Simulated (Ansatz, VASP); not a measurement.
# BN in VASP and in Ansatz

```xyz
8
Lattice="-2.5040 0.0000 0.0000 -1.2520 -2.1685 0.0000 -0.3129 -0.1806 13.3224" Properties=species:S:1:pos:R:3 pbc="T T T"
B    -1.2520   -0.7228   11.6571
B    -1.2520   -0.7228    4.9959
B    -2.5040   -1.4457    1.6653
B    -2.5040   -1.4457    8.3265
N    -1.2520   -0.7228    1.6653
N    -1.2520   -0.7228    8.3265
N    -2.5040   -1.4457   11.6571
N    -2.5040   -1.4457    4.9959
```

Alike in both runs: task single point; functional PBE; dispersion D3(BJ); k mesh 10 × 10 × 2; occupations gaussian, width 0.05 eV; no spin polarisation.

|  | VASP | Ansatz |
| --- | --- | --- |
| version | VASP 6.6.1 | Ansatz 0.2.0 |
| potentials or method | VASP PAW PBE potentials, release 64 (B, N), cutoff 520 eV | scalar-relativistic, plane waves, PAW |
| valence electrons in the cell | 32 | 32 |

Ansatz gave:

- gap on the k mesh at the Fermi level (eV): 4.13
- least direct gap on the mesh (eV): 4.57
- pressure (GPa): 0.7
- traceless stress, the component that is largest in VASP (GPa): -0.78
- rms of the force components (eV/Å): 0.006

Q: What did VASP give for the same quantities?

A: gap on the k mesh at the Fermi level (eV): 4.13; least direct gap on the mesh (eV): 4.57; pressure (GPa): 0.7; traceless stress, the component that is largest in VASP (GPa): -0.98; rms of the force components (eV/Å): 0.006.

Atom by atom the forces differ by 0.000 eV/Å (rms over components).
